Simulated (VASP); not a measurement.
Runs of VASP 6.6.1 on Ru. The structure is that of space group P6_3/mmc (No. 194), or close to it. The cells are those of the table. 

```tsv
task	cell	cutoff (eV)	gap on the mesh (eV)	pressure (GPa)
single point	a = 2.662, b = 2.662, c = 4.217 Å, angles 90.0, 90.0, 120.0°, 2 atoms	520	none	22.4
single point	a = 2.706, b = 2.706, c = 4.282 Å, angles 90.0, 90.0, 120.0°, 2 atoms	520	none	4.4
single point	a = 2.748, b = 2.748, c = 4.335 Å, angles 90.0, 90.0, 120.0°, 2 atoms	520	none	(b)
single point	a = 2.691, b = 2.691, c = 4.257 Å, angles 90.0, 90.0, 120.0°, 2 atoms	520	none	10.1
relaxation of shape and atoms at fixed volume	relaxed from a = 2.663, b = 2.663, c = 4.213 Å, angles 90.0, 90.0, 120.0°, 2 atoms	600	none	22.3
relaxation of cell and atoms	relaxed from a = 2.706, b = 2.706, c = 4.282 Å, angles 90.0, 90.0, 120.0°, 2 atoms	600	none	0.0
single point	a = 2.813, b = 2.813, c = 4.420 Å, angles 90.0, 90.0, 120.0°, 2 atoms	520	none	(a)
relaxation of shape and atoms at fixed volume	relaxed from a = 2.775, b = 2.775, c = 4.377 Å, angles 90.0, 90.0, 120.0°, 2 atoms	600	none	-15.9
single point	a = 2.720, b = 2.720, c = 4.297 Å, angles 90.0, 90.0, 120.0°, 2 atoms	520	none	-0.1
single point	a = 2.776, b = 2.776, c = 4.372 Å, angles 90.0, 90.0, 120.0°, 2 atoms	520	none	-15.9
```

Alike in all rows: level PBE; potentials or basis VASP PAW PBE potentials, release 64 (Ru_pv); no spin polarisation; k mesh 18 × 18 × 10.

Q: Fill in the values left out.

A: (a) -23.6; (b) -8.7.

Caveats: the cell stands under pressure (at least some runs); the cell stands under tension (at least some runs).

A k mesh can miss the band edges, and the runs leave out spin-orbit coupling on Ru.

A gap of «none» marks levels without a gap at the run's occupations.
